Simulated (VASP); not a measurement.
Input of a VASP 6.6.1 run:

INCAR

```
SYSTEM = Ni
  PREC = Accurate
  ENCUT = 600
  EDIFF = 1E-6
  ISMEAR = -1
  SIGMA = 0.05
  LREAL = .False.
  LASPH = .True.
  NELM = 200
  ALGO = Normal
  ISIF = 2
  LWAVE = .False.
  LCHARG = .False.
  ISPIN = 2
  MAGMOM = 0.65 0.694 0.694
  LORBIT = 11
  LMAXMIX = 4
  GGA = PE
  NBANDS = 26
  GGA_COMPAT = .False.
```

The input KPOINTS:

```
regular mesh
0
Gamma
  10 10 15
  0 0 0
```

The input POSCAR:

```
Ni
1.0
    4.0434714296      0.0000000000      0.0000000000
   -2.0217357148      3.5017489775      0.0000000000
    0.0000000000      0.0000000000      2.4503480506
Ni
3
Direct
    0.0000000000      0.0000000000      0.0000000000
    0.3333333333      0.6666666667      0.5000000000
    0.6666666667      0.3333333333      0.5000000000
```

Potentials or basis: VASP PAW PBE potentials, release 64 (Ni).

Launch:

```bash
$ cat potpaw_PBE.64/Ni/POTCAR > POTCAR
$ mpirun -np 1 vasp_std > vasp.out
```

Problem. What does it give for the site moments?

Solution. Ni +0.62, +0.66 (each value once) μB.

Problem. Predict the net moment.

Solution. 1.91 μB per cell.

Stress tensor (GPa, compression positive):
```
-6.94  0.00  0.00
 0.00 -6.94  0.00
 0.00  0.00 -6.59
```

Caveat: the cell stands under tension.
